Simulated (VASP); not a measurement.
Wanted: the native input for a VASP 6.6.1 run.

```
Task                   : electric field gradients
Functional             : PBE
Potentials or basis    : VASP PAW PBE potentials, release 64 (Ba_sv, O)
Cutoff                 : 520 eV
k mesh                 : 9 × 9 × 9
Occupations            : fermi-dirac, width 0.02 eV
Spin                   : no spin polarisation
Dipole correction      : no
Further INCAR settings : ALGO = Normal; EDIFF = 1e-08; NBANDS = 15
```

The structure of BaO lies in POSCAR:

```
BaO
1.0
    0.0000000000      2.7950899812      2.7950899812
    2.7950899812      0.0000000000      2.7950899812
    2.7950899812      2.7950899812      0.0000000000
Ba O
1 1
Direct
    0.0000000000      0.0000000000      0.0000000000
    0.5000000000      0.5000000000      0.5000000000
```

This cell differs from its parent crystal: volume scaled by 1.05.

The input as run:

INCAR

```
SYSTEM = BaO
  PREC = Accurate
  ENCUT = 520
  EDIFF = 1E-8
  ISMEAR = -1
  SIGMA = 0.02
  LREAL = .FALSE.
  LASPH = .TRUE.
  NELM = 120
  ALGO = Normal
  ISIF = 2
  LWAVE = .FALSE.
  LCHARG = .FALSE.
  GGA = PE
  LEFG = .TRUE.
  NBANDS = 15
  GGA_COMPAT = .FALSE.
```

KPOINTS

```
Automatic mesh
0
G
  9 9 9
  0 0 0
```

Potentials or basis: VASP PAW PBE potentials, release 64 (Ba_sv, O).

Launch:

```console
$ cat potpaw_PBE.64/Ba_sv/POTCAR potpaw_PBE.64/O/POTCAR > POTCAR
$ mpirun -np 1 vasp_std > vasp.out
```

Results of the run:

- Pressure: 0.9 GPa
- Band gap on the k mesh: 2.14 eV, indirect (least direct gap 2.25 eV)

Caveat: without QUAD_EFG the Cq values of the log hold for a quadrupole moment of 1 mb, not for the nuclei; spin-orbit coupling is left out, which moves the levels of the heavy elements.

Wall time 39 s on 1 thread of Intel(R) Xeon(R) Platinum 8259CL CPU @ 2.50GHz (Skylake/Cascade Lake) (shared host), peak memory 0.18 GiB.
